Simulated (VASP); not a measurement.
Wanted: the native input for a VASP 6.6.1 run.

```
Task                   : single point
Functional             : PBE
Potentials or basis    : VASP PAW PBE potentials, release 64 (K_sv, Ag, F)
Cutoff                 : 600 eV
k mesh                 : 6 × 6 × 6
Occupations            : gaussian, width 0.01 eV
Spin                   : no spin polarisation
Dipole correction      : no
Further INCAR settings : ALGO = Normal; EDIFF = 1e-06; NBANDS = 25
```

The structure of KAgF2 lies in POSCAR:

```
KAgF2
1.0
    1.8207404150      1.0512049687      5.7826585170
   -1.8207404150      1.0512049687      5.7826585170
    0.0000000000     -2.1024099374      5.7826585170
K Ag F
1 1 2
Direct
    1.0000000000      0.0000000000      0.0000000000
    0.5000000000      0.5000000000      0.5000000000
    0.2445526157      0.2445526157      0.2445526157
    0.7554473843      0.7554473843      0.7554473843
```

One way to write it, as run:

INCAR

```
ALGO = Normal
EDIFF = 1E-6
ENCUT = 600
GGA = PE
GGA_COMPAT = False
ISIF = 2
ISMEAR = 0
LASPH = True
LCHARG = False
LREAL = False
LWAVE = False
NBANDS = 25
NELM = 120
PREC = Accurate
SIGMA = 0.01
```

KPOINTS

```
k-points
0
Gamma
  6 6 6
```

Potentials or basis: VASP PAW PBE potentials, release 64 (K_sv, Ag, F).

Command:

```console
$ cat potpaw_PBE.64/K_sv/POTCAR potpaw_PBE.64/Ag/POTCAR potpaw_PBE.64/F/POTCAR > POTCAR
$ mpirun -np 1 vasp_std > vasp.out
```

It gave:

The pressure is 2.9 GPa and the largest force is 0.012 eV/Å. The band gap on the k mesh is 1.75 eV (least direct gap 1.85 eV).

It took 2.6 min on 1 thread of AMD EPYC 7R43 64-Core Processor (Zen 3), with other jobs on the host, peak memory 0.35 GiB.
